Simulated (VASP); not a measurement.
# AlIr (Pm-3m) in VASP: a series of runs

Runs on AlIr. Level: LDA. Tasks: single point.

Program: VASP 6.6.1. These are calculated values, not measurements. Logs are shortened: lines on timing, memory, paths and dates and some standing lists are left out, and cuts for length are marked.

### 1 The cell of the first run

Symmetry: Pm-3m, No. 221, cubic system. The conventional cell has a = 2.995 Å, b = 2.995 Å, c = 2.995 Å, α = 90.00°, β = 90.00°, γ = 90.00°. Al (site symmetry m-3m) has 8 Ir at 2.59 Å and 6 Al at 2.99 Å within 3.4 Å. Within 3.4 Å of Ir (site symmetry m-3m) lie 8 Al at 2.59 Å and 6 Ir at 2.99 Å.

### 2 Single point, LDA, collinear spin

File INCAR:

```
PREC = Accurate
ENCUT = 520
EDIFF = 1E-6
ISMEAR = -1
SIGMA = 0.03
LREAL = False
LASPH = True
NELM = 150
ALGO = Normal
ISIF = 2
LWAVE = False
LCHARG = False
ISPIN = 2
MAGMOM = 0 0.9
LORBIT = 11
NUPDOWN = 0.9
LMAXMIX = 4
GGA = CA
NBANDS = 17
```

File KPOINTS:

```
regular mesh
0
Gamma
  11 11 11
```

File POSCAR:

```
AlIr
1.0
    2.9945548500      0.0000000000      0.0000000000
    0.0000000000      2.9945548500      0.0000000000
    0.0000000000      0.0000000000      2.9945548500
Al Ir
1 1
Direct
    0.0000000000      0.0000000000      0.0000000000
    0.5000000000      0.5000000000      0.5000000000
```

Potentials or basis: VASP PAW LDA potentials, release 64 (Al, Ir).

Started as:

```
$ cat potpaw_LDA.64/Al/POTCAR potpaw_LDA.64/Ir/POTCAR > POTCAR
$ mpirun -np 1 vasp_std > vasp.out
```

OUTCAR:

```text
PREC = Accurate
   ENCUT = 520
   EDIFF = 1E-6
   ISMEAR = -1
   LREAL = False
   LASPH = True
   NELM = 150
   ISIF = 2
   ISPIN = 2
   LORBIT = 11
   NUPDOWN = 0.9
   GGA = CA

 ion  position               nearest neighbor table
   1  0.000  0.000  0.000-   2 2.59   2 2.59   2 2.59   2 2.59   2 2.59   2 2.59   2 2.59   2 2.59

   2  0.500  0.500  0.500-   1 2.59   1 2.59   1 2.59   1 2.59   1 2.59   1 2.59   1 2.59   1 2.59

  LATTYP: Found a simple cubic cell.
 ALAT       =     2.9945548500

  Lattice vectors:

 A1 = (   2.9945548500,   0.0000000000,   0.0000000000)
 A2 = (   0.0000000000,   2.9945548500,   0.0000000000)
 A3 = (   0.0000000000,   0.0000000000,   2.9945548500)

Analysis of symmetry for initial positions (statically):
=====================================================================
 Subroutine PRICEL returns:
 Original cell was already a primitive cell.

 Routine SETGRP: Setting up the symmetry group for a
 simple cubic supercell.

 Subroutine GETGRP returns: Found 48 space group operations
 (whereof 48 operations were pure point group operations)
 out of a pool of 48 trial point group operations.

The static configuration has the point symmetry O_h .

Analysis of symmetry for dynamics (positions and initial velocities):
=====================================================================
 Subroutine PRICEL returns:
 Original cell was already a primitive cell.

 Routine SETGRP: Setting up the symmetry group for a
 simple cubic supercell.

 Subroutine GETGRP returns: Found 48 space group operations
 (whereof 48 operations were pure point group operations)
 out of a pool of 48 trial point group operations.

The dynamic configuration has the point symmetry O_h .

Analysis of structural, dynamic, and magnetic symmetry:
=====================================================================
 Subroutine PRICEL returns:
 Original cell was already a primitive cell.

 Routine SETGRP: Setting up the symmetry group for a
 simple cubic supercell.

 Subroutine GETGRP returns: Found 48 space group operations
 (whereof 48 operations were pure point group operations)
 out of a pool of 48 trial point group operations.

The overall configuration has the point symmetry O_h .

 Subroutine INISYM returns: Found 48 space group operations
 (whereof 48 operations are pure point group operations),
[... 114 lines left out ...]
   IMIX   =      4    mixing-type and parameters
     AMIX     =   0.40;   BMIX     =  1.00
     AMIX_MAG =   1.60;   BMIX_MAG =  1.00
  volume/ion in A,a.u.               =      13.43        90.61
  Fermi-wavevector in a.u.,A,eV,Ry     =   1.251612  2.365203 21.313962  1.566532
  Thomas-Fermi vector in A             =   2.385551
   LORBIT       =     11    0 simple, 1 ext, 2 COOP (PROOUT), +10 PAW based schemes
   GGA     = CA    functional components
   LHFCALC =     F    Hartree Fock is set to
   AEXX    =    0.0000 exact exchange contribution
   IVDW    =     0    specifies the selected vdW correction
   LEPSILON=     F    determine dielectric tensor
   LRPA    =     F    only Hartree local field effects (RPA)
 spin polarized calculation
  energy-cutoff  :      520.00
  volume of cell :       26.85
 maximum number of plane-waves:       739
 NGX is ok and might be reduce to    24
   NGX = 11   NGY = 11   NGZ = 11

 number of electron      12.0000000 magnetization       0.9000000

 Free energy of the ion-electron system (eV)
  ---------------------------------------------------
  ext. energy  EPLUGINS =         0.00000000
  ---------------------------------------------------
  free energy    TOTEN  =       -15.76414507 eV

  energy without entropy =      -15.75984395  energy(sigma->0) =      -15.76199451

 E-fermi :   8.9298     XC(G=0): -12.7977

 val. band max:       11.3490763845   @ k =   0.3636   0.1818   0.0909
 cond. band min:       8.9388422269   @ k =   0.4545   0.3636   0.3636
 fundamental gap:     -2.4102341576
 Fermi energy:        11.3585870603

 spin component 1

 k-point     1 :       0.0000    0.0000    0.0000
  band No.  band energies     occupation
      1      -1.6435      1.00000
      2       4.6854      1.00000
      3       4.6854      1.00000
      4       8.7400      1.00000
      5       8.7400      1.00000
      6       8.7400      1.00000
[... 459 lines left out ...]
      6       8.5110      1.00000
[... 9 lines left out ...]
     16      30.3932      0.00000
     17      30.5543      0.00000

 [... further k-points ...]

 spin component 2

 k-point     1 :       0.0000    0.0000    0.0000
  band No.  band energies     occupation
      1      -1.4441      1.00000
      2       5.0949      1.00000
      3       5.0949      1.00000
      4       9.1109      0.00238
      5       9.1109      0.00238
      6       9.1109      0.00238
[... 459 lines left out ...]
      6       8.8769      0.85344
[... 9 lines left out ...]
     16      30.6513      0.00000
     17      30.7594      0.00000

 [... further k-points ...]

------------------------ aborting loop because EDIFF is reached ----------------------------------------

  FORCE on cell =-STRESS in cart. coord.  units (eV):
  Direction    XX          YY          ZZ          XY          YZ          ZX
  --------------------------------------------------------------------------------------
  -------------------------------------------------------------------------------------
  Total        0.4227519      0.4227519      0.4227519      0.0000000      0.0000000     -0.0000000
  in kB       25.2231481     25.2231481     25.2231481      0.0000000      0.0000000     -0.0000000
  external PRESSURE =      25.2231481 kB  Pullay stress =       0.0000000 kB

 VOLUME and BASIS-vectors are now :
 -----------------------------------------------------------------------------
  energy-cutoff  :      520.00
  volume of cell :       26.85
      direct lattice vectors                 reciprocal lattice vectors
     2.994554850  0.000000000  0.000000000     0.333939450  0.000000000  0.000000000
     0.000000000  2.994554850  0.000000000     0.000000000  0.333939450  0.000000000
     0.000000000  0.000000000  2.994554850     0.000000000  0.000000000  0.333939450

 POSITION                                       TOTAL-FORCE (eV/Angst)
 -----------------------------------------------------------------------------------
      0.00000      0.00000      0.00000         0.000000      0.000000      0.000000
      1.49728      1.49728      1.49728         0.000000      0.000000      0.000000
 -----------------------------------------------------------------------------------
    total drift:                                0.000000     -0.000000     -0.000000

  FREE ENERGIE OF THE ION-ELECTRON SYSTEM (eV)
  ---------------------------------------------------
  free  energy   TOTEN  =       -15.7641450739 eV

  energy  without entropy=      -15.7598439549  energy(sigma->0) =      -15.76199451

 total charge

# of ion       s       p       d       tot
------------------------------------------
    1        0.374   0.428   0.000   0.802
    2        0.669   0.639   7.281   8.590
--------------------------------------------------
tot          1.043   1.068   7.281   9.391

 magnetization (x)

# of ion       s       p       d       tot
------------------------------------------
    1        0.003   0.021   0.000   0.024
    2        0.043   0.070   0.666   0.779
--------------------------------------------------
tot          0.045   0.091   0.666   0.803
```

OSZICAR:

```text
N       E                     dE             d eps       ncg     rms          rms(c)
DAV:   1     0.566564430146E+02    0.56656E+02   -0.47034E+03  3816   0.596E+02
DAV:   2    -0.142425082552E+02   -0.70899E+02   -0.59852E+02  4208   0.161E+02
DAV:   3    -0.163847899853E+02   -0.21423E+01   -0.21228E+01  5046   0.313E+01
DAV:   4    -0.164123233978E+02   -0.27533E-01   -0.27524E-01  4603   0.326E+00
DAV:   5    -0.164130192337E+02   -0.69584E-03   -0.69581E-03  4772   0.565E-01    0.148E+01
DAV:   6    -0.158477424970E+02    0.56528E+00   -0.17855E+00  4642   0.120E+01    0.406E+00
DAV:   7    -0.157884800554E+02    0.59262E-01   -0.61407E-02  4773   0.214E+00    0.259E+00
DAV:   8    -0.157647075426E+02    0.23773E-01   -0.97983E-03  4285   0.601E-01    0.769E-01
DAV:   9    -0.157642096402E+02    0.49790E-03   -0.40678E-04  4923   0.123E-01    0.166E-01
DAV:  10    -0.157641436732E+02    0.65967E-04   -0.50941E-05  4705   0.406E-02    0.644E-02
DAV:  11    -0.157641443353E+02   -0.66211E-06   -0.10031E-05  4767   0.261E-02    0.163E-02
DAV:  12    -0.157641450739E+02   -0.73855E-06   -0.63536E-07  2452   0.589E-03
   1 F= -.15764145E+02 E0= -.15761995E+02  d E =-.430112E-02  mag=     0.9000
```

stdout:

```text
POSCAR found type information on POSCAR AlIr
 POSCAR found :  2 types and       2 ions
 scaLAPACK will be used
 LDA part: xc-table for (Slater(with rela. corr.)+CA(PZ))
 , standard interpolation
 POSCAR, INCAR and KPOINTS ok, starting setup
 FFT: planning ... GRIDC
 FFT: planning ... GRID_SOFT
 FFT: planning ... GRID
 WAVECAR not read
 entering main loop
```

It took 26 s on 1 thread of Intel Xeon 8259CL, shared host; peak memory 0.16 GiB.

What came out:

* Free energy: -15.7641 eV
* Pressure: 2.5 GPa
* Net moment: 0.90 μB per cell
* Site moments: Al +0.02; Ir +0.78 μB
* Valence electrons inside the program's atomic spheres: Al 0.80; Ir 8.59

Caveat: spin-orbit coupling is left out, which moves the levels of the heavy elements; the total moment is fixed, so each spin has its own Fermi level.

### 3 Single point, LDA, collinear spin

File INCAR:

```
PREC = Accurate
ENCUT = 520
EDIFF = 1E-7
ISMEAR = -1
SIGMA = 0.03
LREAL = F
LASPH = T
NELM = 150
ALGO = Normal
ISIF = 2
LWAVE = F
LCHARG = F
ISPIN = 2
MAGMOM = 0 0.9
LORBIT = 11
NUPDOWN = 0.9
LMAXMIX = 4
NBANDS = 17
```

File KPOINTS:

```
Automatic mesh
0
Gamma
  11 11 11
```

POSCAR is that of step 2.

Potentials or basis: VASP PAW LDA potentials, release 64 (Al, Ir).

Started as:

```
$ cat potpaw_LDA.64/Al/POTCAR potpaw_LDA.64/Ir/POTCAR > POTCAR
$ mpirun -np 1 vasp_std > vasp.out
```

OUTCAR:

```text
PREC = Accurate
   ENCUT = 520
   EDIFF = 1E-7
   ISMEAR = -1
   LREAL = F
   LASPH = T
   NELM = 150
   ISIF = 2
   ISPIN = 2
   LORBIT = 11
   NUPDOWN = 0.9

 ion  position               nearest neighbor table
   1  0.000  0.000  0.000-   2 2.59   2 2.59   2 2.59   2 2.59   2 2.59   2 2.59   2 2.59   2 2.59

   2  0.500  0.500  0.500-   1 2.59   1 2.59   1 2.59   1 2.59   1 2.59   1 2.59   1 2.59   1 2.59

  LATTYP: Found a simple cubic cell.
 ALAT       =     2.9945548500

[... 1177 lines left out ...]
  external PRESSURE =      25.3212070 kB  Pullay stress =       0.0000000 kB

 VOLUME and BASIS-vectors are now :
 -----------------------------------------------------------------------------
  energy-cutoff  :      520.00
  volume of cell :       26.85
      direct lattice vectors                 reciprocal lattice vectors
     2.994554850  0.000000000  0.000000000     0.333939450  0.000000000  0.000000000
     0.000000000  2.994554850  0.000000000     0.000000000  0.333939450  0.000000000
     0.000000000  0.000000000  2.994554850     0.000000000  0.000000000  0.333939450

 POSITION                                       TOTAL-FORCE (eV/Angst)
 -----------------------------------------------------------------------------------
      0.00000      0.00000      0.00000         0.000000      0.000000      0.000000
      1.49728      1.49728      1.49728         0.000000      0.000000      0.000000
 -----------------------------------------------------------------------------------
    total drift:                                0.000000     -0.000000     -0.000000

  FREE ENERGIE OF THE ION-ELECTRON SYSTEM (eV)
  ---------------------------------------------------
  free  energy   TOTEN  =       -15.7641449895 eV

  energy  without entropy=      -15.7598437357  energy(sigma->0) =      -15.76199436

 total charge

# of ion       s       p       d       tot
------------------------------------------
    1        0.374   0.428   0.000   0.802
    2        0.669   0.639   7.281   8.590
--------------------------------------------------
tot          1.043   1.068   7.281   9.391

 magnetization (x)

# of ion       s       p       d       tot
------------------------------------------
    1        0.003   0.021   0.000   0.024
    2        0.043   0.070   0.666   0.779
--------------------------------------------------
tot          0.045   0.091   0.666   0.803
```

OSZICAR:

```text
N       E                     dE             d eps       ncg     rms          rms(c)
DAV:   1     0.566564430146E+02    0.56656E+02   -0.47034E+03  3816   0.596E+02
DAV:   2    -0.142425082552E+02   -0.70899E+02   -0.59852E+02  4208   0.161E+02
DAV:   3    -0.163847899853E+02   -0.21423E+01   -0.21228E+01  5046   0.313E+01
DAV:   4    -0.164123233978E+02   -0.27533E-01   -0.27524E-01  4603   0.326E+00
DAV:   5    -0.164130192337E+02   -0.69584E-03   -0.69581E-03  4772   0.565E-01    0.148E+01
DAV:   6    -0.158477424970E+02    0.56528E+00   -0.17855E+00  4642   0.120E+01    0.406E+00
DAV:   7    -0.157884800554E+02    0.59262E-01   -0.61407E-02  4773   0.214E+00    0.259E+00
DAV:   8    -0.157647075426E+02    0.23773E-01   -0.97983E-03  4285   0.601E-01    0.769E-01
DAV:   9    -0.157642096402E+02    0.49790E-03   -0.40678E-04  4923   0.123E-01    0.166E-01
DAV:  10    -0.157641436732E+02    0.65967E-04   -0.50941E-05  4705   0.406E-02    0.644E-02
DAV:  11    -0.157641443353E+02   -0.66211E-06   -0.10031E-05  4767   0.261E-02    0.163E-02
DAV:  12    -0.157641450803E+02   -0.74495E-06   -0.69638E-07  4507   0.589E-03    0.401E-03
DAV:  13    -0.157641449895E+02    0.90816E-07   -0.24035E-08  2306   0.112E-03
   1 F= -.15764145E+02 E0= -.15761994E+02  d E =-.430125E-02  mag=     0.9000
```

stdout:

```text
POSCAR found type information on POSCAR AlIr
 POSCAR found :  2 types and       2 ions
 scaLAPACK will be used
 LDA part: xc-table for (Slater(with rela. corr.)+CA(PZ))
 , standard interpolation
 POSCAR, INCAR and KPOINTS ok, starting setup
 FFT: planning ... GRIDC
 FFT: planning ... GRID_SOFT
 FFT: planning ... GRID
 WAVECAR not read
 entering main loop
```

Run time: 28 s. Hardware: 1 thread of Intel Xeon 8259CL, shared host; peak memory 0.16 GiB.

What came out:

| Item | Value |
| --- | --- |
| Free energy | -15.7641 eV |
| Pressure | 2.5 GPa |
| Net moment | 0.90 μB per cell |
| Site moments | Al +0.02; Ir +0.78 μB |
| Valence electrons inside the program's atomic spheres | Al 0.80; Ir 8.59 |

Caveat: spin-orbit coupling is left out, which moves the levels of the heavy elements; the total moment is fixed, so each spin has its own Fermi level.

### 4 Single point, LDA, collinear spin

File INCAR:

```
PREC     = Accurate       # precision mode
ENCUT    = 520            # plane-wave cutoff, eV
EDIFF    = 1E-7           # SCF threshold, eV
ISMEAR   = -1             # smearing method
SIGMA    = 0.03           # smearing width, eV
LREAL    = False          # projectors in reciprocal space
LASPH    = True           # aspherical terms in the spheres
NELM     = 150            # most SCF steps
ALGO     = Normal         # electronic algorithm
ISIF     = 2              # what is computed and relaxed
LWAVE    = False          # write WAVECAR
LCHARG   = False          # write CHGCAR
ISPIN    = 2              # spin polarisation
MAGMOM   = 0 1.2          # initial moments
LORBIT   = 11             # projections on sites
NUPDOWN  = 1.2            # fixed moment
LMAXMIX  = 4              # l up to which the mixer works
GGA      = CA             # functional
NBANDS   = 17             # bands
```

KPOINTS is that of step 3.

POSCAR is that of step 3.

Started as:

```
$ cat potpaw_LDA.64/Al/POTCAR potpaw_LDA.64/Ir/POTCAR > POTCAR
$ mpirun -np 1 vasp_std > vasp.out
```

Run time: 28 s. Hardware: 1 thread of Intel Xeon 8259CL, shared host; peak memory 0.17 GiB.

Results (log left out):

```yaml
Free_energy: -15.3658 eV
Pressure: 6.2 GPa
Net_moment: 1.20 μB per cell
Site_moments: Al +0.04; Ir +1.02 μB
Valence_electrons_inside_the_program's_atomic_spheres: Al 0.81; Ir 8.57
```

Caveat: the cell stands under pressure; spin-orbit coupling is left out, which moves the levels of the heavy elements; the total moment is fixed, so each spin has its own Fermi level.

### 5 Single point, LDA, collinear spin

File INCAR:

```
  ALGO = Normal
  EDIFF = 1E-6
  ENCUT = 520
  GGA = CA
  ISIF = 2
  ISMEAR = -1
  ISPIN = 2
  LASPH = True
  LCHARG = True
  LELF = True
  LMAXMIX = 4
  LORBIT = 11
  LREAL = False
  LVHAR = True
  LWAVE = False
  MAGMOM = 0 1.6
  NBANDS = 17
  NELM = 150
  NUPDOWN = 1.6
  PREC = Accurate
  SIGMA = 0.03
```

File KPOINTS:

```
k-points
0
Gamma
  11 11 11
```

POSCAR is that of step 4.

Started as:

```
$ cat potpaw_LDA.64/Al/POTCAR potpaw_LDA.64/Ir/POTCAR > POTCAR
$ mpirun -np 1 vasp_std > vasp.out
```

Run time: 27 s. Hardware: 1 thread of Intel Xeon 8259CL, shared host; peak memory 0.16 GiB.

It converged, with:

```
Free energy                                           : -14.6967 eV
Pressure                                              : 11.8 GPa
Net moment                                            : 1.60 μB per cell
Site moments                                          : Al +0.07; Ir +1.31 μB
Valence electrons inside the program's atomic spheres : Al 0.82; Ir 8.55
```

Caveat: the cell stands under pressure; spin-orbit coupling is left out, which moves the levels of the heavy elements; the total moment is fixed, so each spin has its own Fermi level.

### 6 The runs side by side

| fixed moment (μB) | pressure (GPa) | moment (μB) |
| --- | --- | --- |
| 0.9 | 2.5 | 0.90 |
| 1.2 | 6.2 | 1.20 |
| 1.6 | 11.8 | 1.60 |

Alike in all rows: task single point; level LDA; potentials or basis VASP PAW LDA potentials, release 64 (Al, Ir); spin collinear; cell as given; k mesh 11 × 11 × 11; cutoff (eV) 520; smearing fermi-dirac 0.03 eV.

Caveats: spin-orbit coupling is left out, which moves the levels of the heavy elements; the total moment is fixed, so each spin has its own Fermi level; the cell stands under pressure (at least some runs).

Absolute energies hang on the potentials; compare differences alone.
